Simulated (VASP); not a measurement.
# Be2Si: single point with RPBE

The system is Be2Si.

```
CELL_PARAMETERS angstrom
0.00000 2.64000 2.64000
2.64000 0.00000 2.64000
2.64000 2.64000 0.00000
ATOMIC_POSITIONS crystal
Be 0.75000 0.75000 0.75000
Be 0.25000 0.25000 0.25000
Si 0.00000 0.00000 0.00000
```

| Quantity | Value |
| --- | --- |
| Program | VASP 6.6.1 |
| Task | single point |
| Functional | RPBE |
| Potentials or basis | VASP PAW PBE potentials, release 64 (Be, Si) |
| Cutoff | 600 eV |
| k mesh | 2 × 2 × 2, shifted |
| Occupations | methfessel-paxton, width 0.22 eV |
| Spin | collinear spin |
| Starting moments | [-2.0, 0.0, 0.0] μB |

| Item | Value |
| --- | --- |
| Pressure | 4.1 GPa |
| Band gap on the k mesh | 0.40 eV (least direct gap 1.93 eV) |
| Net moment | 0.00 μB per cell |
| Valence electrons inside the program's atomic spheres | Be 0.99; Si 1.80 |

Levels at points of the mesh, in eV from the valence-band top:
Spin up:
```tsv
k point	band 1	band 2	band 3	band 4	band 5	band 6	band 7	band 8
(0.12, 0.12, 0.12)	-11.54	-1.43	0.00	0.00	1.93	1.93	2.41	6.54
```
Spin down:
| k point | band 2 | band 3 | band 4 | band 5 | band 6 | band 7 |
| --- | --- | --- | --- | --- | --- | --- |
| (0.12, 0.12, 0.12) | -1.43 | 0.00 | 0.00 | 1.93 | 1.93 | 2.41 |

It took 68 s on 1 thread of Intel Xeon 8259CL (shared host), peak memory 0.19 GiB.

Caveat: the cell stands under pressure; the PAW data sets were made with another functional, which shifts forces and pressure a little; a shifted mesh leaves out Γ, where band edges can lie. A k mesh can miss the band edges.
